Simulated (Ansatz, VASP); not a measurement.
Si2W: VASP beside Ansatz

File INCAR:

```
SYSTEM = Si2W
ALGO = Normal
EDIFF = 1E-7
ENCUT = 520
GGA = CA
ISIF = 2
ISMEAR = -1
LASPH = .TRUE.
LCHARG = .FALSE.
LREAL = .FALSE.
LWAVE = .FALSE.
NBANDS = 18
NELM = 100
PREC = Accurate
SIGMA = 0.05
```

Contents of KPOINTS:

```
k-points
0
G
  12 12 12
  0 0 0
```

File POSCAR:

```
Si2W
1.0
   -1.5961151113      1.5961151113      3.8886743761
    1.5961151113     -1.5961151113      3.8886743761
    1.5961151113      1.5961151113     -3.8886743761
W Si
1 2
Direct
    0.0000000000      0.0000000000      0.0000000000
    0.6653000000      0.6653000000      0.0000000000
    0.3347000000      0.3347000000      0.0000000000
```

input.yaml

```yaml
crystal:
  lattice:
    - [-1.5961151113, 1.5961151113, 3.8886743761]
    - [1.5961151113, -1.5961151113, 3.8886743761]
    - [1.5961151113, 1.5961151113, -3.8886743761]
  atoms:
    - { symbol: W, position: [0.0, 0.0, 0.0] }
    - { symbol: Si, position: [0.6653, 0.6653, 0.0] }
    - { symbol: Si, position: [0.3347, 0.3347, 0.0] }
hamiltonian:
  xc: lda
  pseudopotentials: { kind: paw }
kpoints:
  mp_grid: { grid: [12, 12, 12] }
scf:
  occupations: { method: fermi_dirac, width: 0.05 }
output:
  forces: true
  stress: true
  eigenvalues: true
```

Alike in both runs: task single point; functional LDA; k mesh 12 × 12 × 12; occupations fermi-dirac, width 0.05 eV; no spin polarisation.

```csv
,VASP,Ansatz
version,VASP 6.6.1,Ansatz 0.2.0
potentials or method,"VASP PAW LDA potentials, release 64 (W_sv, Si)",Ansatz PAW
plane-wave cutoff (eV),520,420
valence electrons in the cell,22,22
```

```csv
,VASP,Ansatz,Ansatz less VASP
gap on the k mesh at the Fermi level (eV),none,none,-
pressure (GPa),-0.4,-1.2,-0.80
"traceless stress, the component that is largest in VASP (GPa)",0.42,0.38,-0.041
rms of the force components (eV/Å),0.007,0.001,-0.0060
```

LDA's correlation is that of Perdew and Zunger in VASP and of Perdew and Wang (1992) in Ansatz. Atom by atom the forces differ by 0.006 eV/Å (rms over components). A gap of «none» marks a metal or a gap that the smearing closes.

Spin-orbit coupling is off throughout.
